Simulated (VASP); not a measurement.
C:

```
C
1.0
     0.00000    1.78582    1.78582
     1.78582    0.00000    1.78582
     1.78582    1.78582    0.00000
C
2
Direct
  0.50000 0.50000 0.50000
  0.75000 0.75000 0.75000
```

Base run:

- Program: VASP 6.6.1
- Functional: PBE
- Potentials or basis: VASP PAW PBE potentials, release 64 (C)
- Cutoff: 520 eV
- k mesh: 8 × 8 × 8
- Occupations: fermi-dirac, width 0.1 eV
- Spin: no spin polarisation

Its results: band gap on the k mesh 4.12 eV (least direct gap 5.58 eV); pressure 0.6 GPa.

Task: The run is repeated on the same cell with these changes: functional from PBE to HSE06; further incar settings from ALGO = Normal; EDIFF = 1e-06; NBANDS = 11 to ALGO = Normal; EDIFF = 1e-07; NBANDS = 11. What comes out?

Result: Band gap on the k mesh 5.27 eV (least direct gap 6.96 eV); pressure -9.1 GPa.

Caveats: the cell stands under tension (at least some runs); the PAW data sets were made with another functional, which shifts forces and pressure a little (at least some runs).

A k mesh can miss the band edges.
